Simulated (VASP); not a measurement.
Crystal: Re.

```xyz
3
Lattice="4.3647 0.0000 0.0000 -2.1823 3.7799 0.0000 0.0000 0.0000 2.6756" Properties=species:S:1:pos:R:3 pbc="T T T"
Re    0.0000    0.0000    0.0000
Re    0.0000    2.5200    1.3378
Re    2.1823    1.2600    1.3378
```

This isn't the form of Re at room conditions, which is hcp.

| Quantity | Value |
| --- | --- |
| Program | VASP 6.6.1 |
| Task | relaxation of cell and atoms |
| Functional | PBEsol |
| Potentials or basis | VASP PAW PBE potentials, release 64 (Re) |
| Cutoff | 600 eV |
| k mesh | 8 × 8 × 12 |
| Occupations | fermi-dirac, width 0.1 eV |
| Spin | no spin polarisation |

At the start: pressure 1.4 GPa; volume 14.71 Å³/atom.

Task: How do energy, volume and symmetry change on relaxing?

Result: Over 6 steps the energy falls by 8.2 meV/atom and the volume is 14.78 Å³/atom (+0.5 %); space group P6/mmm (No. 191, to 0.1 Å) before and after.

Step by step:
```csv
step,energy change (eV),largest force (eV/Å),pressure (GPa),volume (Å³)
1,0.0000,0.0000,1.40,44.14
2,0.0167,0.0000,-3.81,44.93
3,-0.0239,0.0000,-1.26,44.49
4,-0.0239,0.0000,-1.24,44.49
5,-0.0172,0.0000,4.35,43.87
6,-0.0246,0.0000,0.00,44.35
```

Final structure:
```yaml
crystal:
  lattice:
    - [4.33899, 0.00000, 0.00000]
    - [-2.16949, 3.75767, 0.00000]
    - [0.00000, 0.00000, 2.71995]
  atoms:
    - { symbol: Re, position: [0.00000, 0.00000, 0.00000] }
    - { symbol: Re, position: [0.33333, 0.66667, 0.50000] }
    - { symbol: Re, position: [0.66667, 0.33333, 0.50000] }
```

Caveat: the highest band is partly filled, so the run has too few bands; the PAW data sets were made with another functional, which shifts forces and pressure a little.
